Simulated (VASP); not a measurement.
# EuAl4Si2Rh (P4/mmm) in VASP: single point with PBE+U

Aim: the single point of EuAl4Si2Rh with PBE+U.

All numbers are computed with VASP 6.6.1; they aren't measurements. Logs are shortened: lines on timing, memory, paths and dates and some standing lists are left out, and cuts for length are marked.

## (1) The cell of the first run

The structure is tetragonal, space group P4/mmm (No. 123). Conventional cell: a = 4.176 Å, b = 4.176 Å, c = 8.289 Å, α = 90.00°, β = 90.00°, γ = 90.00°. Within 4.2 Å of Eu (site symmetry 4/mmm) lie 8 Si at 3.18 Å and 8 Al at 3.45 Å and 2 Rh at 4.14 Å and 4 Eu at 4.18 Å. Within 3.3 Å of Al (site symmetry 2mm) lie 2 Rh at 2.51 Å and 2 Si at 2.61 Å and 5 Al at 2.79 to 2.95 Å. Si (site symmetry 4mm) has 1 Si at 2.36 Å and 4 Al at 2.61 Å within 3.1 Å. Rh (site symmetry 4/mmm) has 8 Al at 2.51 Å within 3.3 Å.

## (2) Single point, PBE+U, collinear spin, ferromagnetic start

INCAR

```
SYSTEM = EuAl4Si2Rh
PREC = Accurate ; ENCUT = 520
EDIFF = 1E-6 ; ISMEAR = 0
SIGMA = 0.05 ; LREAL = .FALSE.
LASPH = .TRUE. ; NELM = 150
ALGO = Normal ; ISIF = 2
LWAVE = .FALSE. ; LCHARG = .FALSE.
ISPIN = 2 ; MAGMOM = 7 0 0 0 0 0 0 0
LORBIT = 11 ; LMAXMIX = 6
LDAU = .TRUE. ; LDAUTYPE = 2
LDAUL = 3 -1 -1 -1 ; LDAUU = 6 0 0 0
LDAUJ = 0 0 0 0 ; LDAUPRINT = 1
GGA = PE ; NBANDS = 40
```

KPOINTS

```
Automatic mesh
0
G
  4 4 2
  0 0 0
```

POSCAR

```
EuAl4Si2Rh
1.0
    4.1760000000      0.0000000000      0.0000000000
    0.0000000000      4.1760000000      0.0000000000
    0.0000000000      0.0000000000      8.2890000000
Eu Al Si Rh
1 4 2 1
Direct
    0.0000000000      0.0000000000      0.5000000000
    0.0000000000      0.5000000000      0.1680000000
    0.5000000000      0.0000000000      0.1680000000
    0.0000000000      0.5000000000      0.8320000000
    0.5000000000      0.0000000000      0.8320000000
    0.5000000000      0.5000000000      0.3574000000
    0.5000000000      0.5000000000      0.6426000000
    0.0000000000      0.0000000000      0.0000000000
```

Potentials or basis: VASP PAW PBE potentials, release 64 (Eu, Al, Si, Rh_pv).

On the command line:

```sh
cat potpaw_PBE.64/Eu/POTCAR potpaw_PBE.64/Al/POTCAR potpaw_PBE.64/Si/POTCAR potpaw_PBE.64/Rh_pv/POTCAR > POTCAR
mpirun -np 1 vasp_std > vasp.out
```

OUTCAR:

```text
SYSTEM = EuAl4Si2Rh
   PREC = Accurate
   ENCUT = 520
   EDIFF = 1E-6
   ISMEAR = 0
   LREAL = .FALSE.
   LASPH = .TRUE.
   NELM = 150
   ISIF = 2
   ISPIN = 2
   LORBIT = 11
   GGA = PE

 ion  position               nearest neighbor table
   1  0.000  0.000  0.500-   6 3.18   7 3.18   6 3.18   7 3.18   6 3.18   7 3.18   6 3.18   7 3.18
                             4 3.45   5 3.45   3 3.45   5 3.45   2 3.45   3 3.45   2 3.45   4 3.45
   2  0.000  0.500  0.168-   8 2.51   8 2.51   6 2.61   6 2.61   4 2.79   3 2.95   3 2.95   3 2.95
                             3 2.95   1 3.45   1 3.45
   3  0.500  0.000  0.168-   8 2.51   8 2.51   6 2.61   6 2.61   5 2.79   2 2.95   2 2.95   2 2.95
                             2 2.95   1 3.45   1 3.45
   4  0.000  0.500  0.832-   8 2.51   8 2.51   7 2.61   7 2.61   2 2.79   5 2.95   5 2.95   5 2.95
                             5 2.95   1 3.45   1 3.45
   5  0.500  0.000  0.832-   8 2.51   8 2.51   7 2.61   7 2.61   3 2.79   4 2.95   4 2.95   4 2.95
                             4 2.95   1 3.45   1 3.45
   6  0.500  0.500  0.357-   7 2.36   3 2.61   2 2.61   3 2.61   2 2.61   1 3.18   1 3.18   1 3.18
                             1 3.18
   7  0.500  0.500  0.643-   6 2.36   5 2.61   4 2.61   5 2.61   4 2.61   1 3.18   1 3.18   1 3.18
                             1 3.18
   8  0.000  0.000  0.000-   2 2.51   3 2.51   4 2.51   5 2.51   2 2.51   4 2.51   3 2.51   5 2.51

  LATTYP: Found a simple tetragonal cell.
 ALAT       =     4.1760000000
 C/A-ratio  =     1.9849137931

  Lattice vectors:

 A1 = (   4.1760000000,   0.0000000000,   0.0000000000)
 A2 = (   0.0000000000,   4.1760000000,   0.0000000000)
 A3 = (   0.0000000000,   0.0000000000,   8.2890000000)

Analysis of symmetry for initial positions (statically):
=====================================================================
 Subroutine PRICEL returns:
 Original cell was already a primitive cell.

 Routine SETGRP: Setting up the symmetry group for a
 simple tetragonal supercell.

 Subroutine GETGRP returns: Found 16 space group operations
 (whereof 16 operations were pure point group operations)
 out of a pool of 16 trial point group operations.

The static configuration has the point symmetry D_4h.

Analysis of symmetry for dynamics (positions and initial velocities):
=====================================================================
 Subroutine PRICEL returns:
 Original cell was already a primitive cell.

[... 209 lines left out ...]
  ---------------------------------------------------
  free energy    TOTEN  =       -48.32106294 eV

  energy without entropy =      -48.32084625  energy(sigma->0) =      -48.32095459

 E-fermi :   7.2322     XC(G=0): -10.5122

 val. band max:        7.1722779798   @ k =   0.0000   0.0000   0.5000
 cond. band min:       7.2935962143   @ k =   0.0000   0.0000   0.0000
 fundamental gap:      0.1213182344
 Fermi energy:         7.2322049606

 spin component 1

 k-point     1 :       0.0000    0.0000    0.0000
  band No.  band energies     occupation
      1     -39.1908      1.00000
      2     -39.1908      1.00000
      3     -39.1660      1.00000
      4     -33.0884      1.00000
      5     -12.1217      1.00000
      6     -12.0111      1.00000
[... 481 lines left out ...]
     37      11.8010      0.00000
     38      11.8773      0.00000
 Fermi energy:         7.2322049606

 spin component 2

 k-point     1 :       0.0000    0.0000    0.0000
  band No.  band energies     occupation
      1     -39.1935      1.00000
      2     -39.1935      1.00000
      3     -39.1703      1.00000
      4     -29.9675      1.00000
      5      -9.9233      1.00000
      6      -9.7699      1.00000
[... 481 lines left out ...]
     37      14.5017      0.00000
     38      15.0564      0.00000
 [bands above 38 left out]

------------------------ aborting loop because EDIFF is reached ----------------------------------------

  FORCE on cell =-STRESS in cart. coord.  units (eV):
  Direction    XX          YY          ZZ          XY          YZ          ZX
  --------------------------------------------------------------------------------------
  -------------------------------------------------------------------------------------
  Total        1.4356935      1.4356935      0.9744753      0.0000000     -0.0000000      0.0000000
  in kB       15.9128945     15.9128945     10.8008588      0.0000000     -0.0000000      0.0000000
  external PRESSURE =      14.2088826 kB  Pullay stress =       0.0000000 kB

 VOLUME and BASIS-vectors are now :
 -----------------------------------------------------------------------------
  energy-cutoff  :      520.00
  volume of cell :      144.55
      direct lattice vectors                 reciprocal lattice vectors
     4.176000000  0.000000000  0.000000000     0.239463602  0.000000000  0.000000000
     0.000000000  4.176000000  0.000000000     0.000000000  0.239463602  0.000000000
     0.000000000  0.000000000  8.289000000     0.000000000  0.000000000  0.120641814

 POSITION                                       TOTAL-FORCE (eV/Angst)
 -----------------------------------------------------------------------------------
      0.00000      0.00000      4.14450        -0.000000      0.000000      0.000000
      0.00000      2.08800      1.39255        -0.000000      0.000000     -0.027161
      2.08800      0.00000      1.39255         0.000000     -0.000000     -0.027161
      0.00000      2.08800      6.89645         0.000000     -0.000000      0.027161
      2.08800      0.00000      6.89645        -0.000000     -0.000000      0.027161
      2.08800      2.08800      2.96249        -0.000000     -0.000000     -0.227362
      2.08800      2.08800      5.32651         0.000000      0.000000      0.227362
      0.00000      0.00000      0.00000        -0.000000      0.000000      0.000000
 -----------------------------------------------------------------------------------
    total drift:                                0.000000      0.000000      0.000000

  FREE ENERGIE OF THE ION-ELECTRON SYSTEM (eV)
  ---------------------------------------------------
  free  energy   TOTEN  =       -48.3210629355 eV

  energy  without entropy=      -48.3208462544  energy(sigma->0) =      -48.32095459

 total charge

# of ion       s       p       d       f       tot
--------------------------------------------------
    1        2.027   5.761   0.364   6.771  14.923
    2        0.403   0.367   0.000   0.000   0.770
    3        0.403   0.367   0.000   0.000   0.770
    4        0.403   0.367   0.000   0.000   0.770
    5        0.403   0.367   0.000   0.000   0.770
    6        0.762   0.936   0.000   0.000   1.697
    7        0.762   0.936   0.000   0.000   1.697
    8        0.448   6.340   7.349   0.000  14.136
--------------------------------------------------
tot          5.610  15.439   7.712   6.771  35.532

 magnetization (x)

# of ion       s       p       d       f       tot
--------------------------------------------------
    1       -0.015  -0.114   0.069   6.752   6.693
    2       -0.001  -0.002   0.000   0.000  -0.003
    3       -0.001  -0.002   0.000   0.000  -0.003
    4       -0.001  -0.002   0.000   0.000  -0.003
    5       -0.001  -0.002   0.000   0.000  -0.003
    6       -0.004  -0.010   0.000   0.000  -0.014
    7       -0.004  -0.010   0.000   0.000  -0.014
    8       -0.002  -0.005  -0.003   0.000  -0.010
--------------------------------------------------
tot         -0.030  -0.146   0.066   6.752   6.642
```

OSZICAR:

```text
N       E                     dE             d eps       ncg     rms          rms(c)
DAV:   1     0.322046075490E+03    0.32205E+03   -0.21827E+04  3048   0.379E+03
DAV:   2    -0.271260356214E+01   -0.32476E+03   -0.29460E+03  2976   0.558E+02
DAV:   3    -0.389914521198E+02   -0.36279E+02   -0.35662E+02  3072   0.113E+02
[... 33 lines left out ...]
DAV:  37    -0.483210556420E+02   -0.12115E-04   -0.12146E-04  1296   0.145E-02    0.271E+00
DAV:  38    -0.483210603865E+02   -0.47445E-05   -0.48625E-05  1320   0.119E-02    0.271E+00
DAV:  39    -0.483210614952E+02   -0.11086E-05   -0.12685E-05  1200   0.941E-03    0.271E+00
DAV:  40    -0.483210627347E+02   -0.12396E-05   -0.12609E-05  1128   0.911E-03    0.270E+00
DAV:  41    -0.483210629355E+02   -0.20075E-06   -0.26006E-06  1176   0.728E-03
   1 F= -.48321063E+02 E0= -.48320955E+02  d E =-.216681E-03  mag=     6.9994
```

Wall time 14 min (1 thread of AMD EPYC 7R13, shared host); peak memory 0.36 GiB.

Results:

```yaml
Free_energy: -48.3211 eV
Pressure: 1.4 GPa
Largest_force: 0.227 eV/Å
Net_moment: 7.00 μB per cell
Site_moments: Eu +6.69; Al -0.00; Si -0.01; Rh -0.01 μB
Valence_electrons_inside_the_program's_atomic_spheres: Eu 14.92; Al 0.77; Si 1.70; Rh 14.14
```

Forces in eV/Å, atoms in the order of the input:
```
Eu   0.000  0.000  0.000
Al   0.000  0.000 -0.027
Al   0.000  0.000 -0.027
Al   0.000  0.000  0.027
Al   0.000  0.000  0.027
Si   0.000  0.000 -0.227
Si   0.000  0.000  0.227
Rh   0.000  0.000  0.000
```

Levels at points of the mesh, in eV from the Fermi level:
Spin up:
```
           k point  band 26  band 27  band 28  band 29  band 30  band 31  band 32  band 33
(0.00, 0.00, 0.00)    -1.36    -1.33    -1.19    -1.19     0.31     0.58     0.70     0.70
(0.50, 0.00, 0.00)    -1.41    -1.29    -0.52     0.16     0.61     0.66     0.92     1.08
(0.50, 0.50, 0.00)    -1.52    -1.48    -1.46    -1.44    -1.44     0.98     1.28     2.47
(0.00, 0.00, 0.50)    -1.48    -1.02    -1.02    -0.14     0.72     0.82     1.40     1.43
(0.50, 0.00, 0.50)    -1.41    -1.38    -1.20    -0.21     0.10     0.31     1.40     2.23
(0.50, 0.50, 0.50)    -1.50    -1.47    -1.46    -1.44    -1.44     0.76     1.63     1.63
```
Spin down:
```csv
k point,band 20,band 21,band 22,band 23,band 24,band 25
"(0.00, 0.00, 0.00)",-1.13,-1.12,-1.12,0.06,0.59,0.59
"(0.50, 0.00, 0.00)",-2.10,-0.86,0.35,0.48,0.57,0.89
"(0.50, 0.50, 0.00)",-2.60,-2.39,-2.34,-2.18,0.86,1.62
"(0.00, 0.00, 0.50)",-1.54,-1.35,-0.06,0.50,0.99,1.52
"(0.50, 0.00, 0.50)",-2.14,-1.75,-0.46,0.22,0.47,1.40
"(0.50, 0.50, 0.50)",-2.81,-2.36,-2.36,-2.17,0.69,1.68
```

Eigenvalues of the final occupation matrices:
```
    site  spin  trace                         eigenvalues
site 1 f     1   6.77  0.96 0.96 0.97 0.97 0.97 0.97 0.98
site 1 f     2   0.01  0.00 0.00 0.00 0.00 0.00 0.00 0.00
```

Caveat: the k points lie up to 0.38 Å⁻¹ apart; spin-orbit coupling is left out, which moves the levels of the heavy elements.
